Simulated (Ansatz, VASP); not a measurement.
**Two plane-wave programs on CuAu**

POSCAR

```
CuAu
1.0
    2.8293642325      0.0000000000      0.0000000000
    0.0000000000      2.8293642325      0.0000000000
    0.0000000000      0.0000000000      3.7094046847
Au Cu
1 1
Direct
    0.0000000000      0.0000000000      0.0000000000
    0.5000000000      0.5000000000      0.5000000000
```

File INCAR.step1:

```
PREC = Accurate
ENCUT = 520
EDIFF = 1E-5
ISMEAR = -1
SIGMA = 0.05
LREAL = F
LASPH = T
NELM = 100
ALGO = Normal
ISIF = 2
LWAVE = T
LCHARG = F
GGA = PE
NBANDS = 18
```

Contents of INCAR.step2:

```
PREC = Accurate
ENCUT = 520
EDIFF = 1E-7
ISMEAR = -1
SIGMA = 0.05
LREAL = F
LASPH = T
NELM = 100
ALGO = Normal
ISIF = 2
LWAVE = F
LCHARG = F
GGA = PE
LHFCALC = T
HFSCREEN = 0.2079
PRECFOCK = Normal
ISTART = 1
NBANDS = 18
```

The input KPOINTS:

```
Automatic mesh
0
Gamma
  6 6 4
```

File input:

```
crystal:
  lattice:
    - [2.8293642325, 0.0, 0.0]
    - [0.0, 2.8293642325, 0.0]
    - [0.0, 0.0, 3.7094046847]
  atoms:
    - { symbol: Au, position: [0.0, 0.0, 0.0] }
    - { symbol: Cu, position: [0.5, 0.5, 0.5] }
hamiltonian:
  xc: hse06
  pseudopotentials: { kind: paw }
kpoints:
  mp_grid: { grid: [6, 6, 4] }
scf:
  occupations: { method: fermi_dirac, width: 0.05 }
output:
  forces: true
  stress: true
  eigenvalues: true
  write_density: true
  write_potential: true
  elf: true
  volumetric_format: npy
```

Alike in both runs: task single point; functional HSE06; k mesh 6 × 6 × 4; occupations fermi-dirac, width 0.05 eV; no spin polarisation.

|  | VASP | Ansatz |
| --- | --- | --- |
| version | VASP 6.6.1 | Ansatz 0.2.0 |
| potentials or method | VASP PAW PBE potentials, release 64 (Au, Cu) | Ansatz PAW |
| plane-wave cutoff (eV) | 520 | 420 |
| valence electrons in the cell | 22 | 38 |

```tsv
	VASP	Ansatz	Ansatz less VASP
gap on the k mesh at the Fermi level (eV)	none	none	-
pressure (GPa)	0.1	-0.1	-0.25
traceless stress, the component that is largest in VASP (GPa)	-1.57	-1.47	+0.104
```

A gap of «none» marks a metal or a gap that the smearing closes. With one functional, cell and mesh, what is left measures potentials, basis and numerics. VASP's potentials hold 22 valence electrons a cell and Ansatz's 38, so a difference there can come from the potentials and not from the codes.

The k mesh is coarse, so the values compare programs but aren't converged. Neither program's run includes spin-orbit coupling.
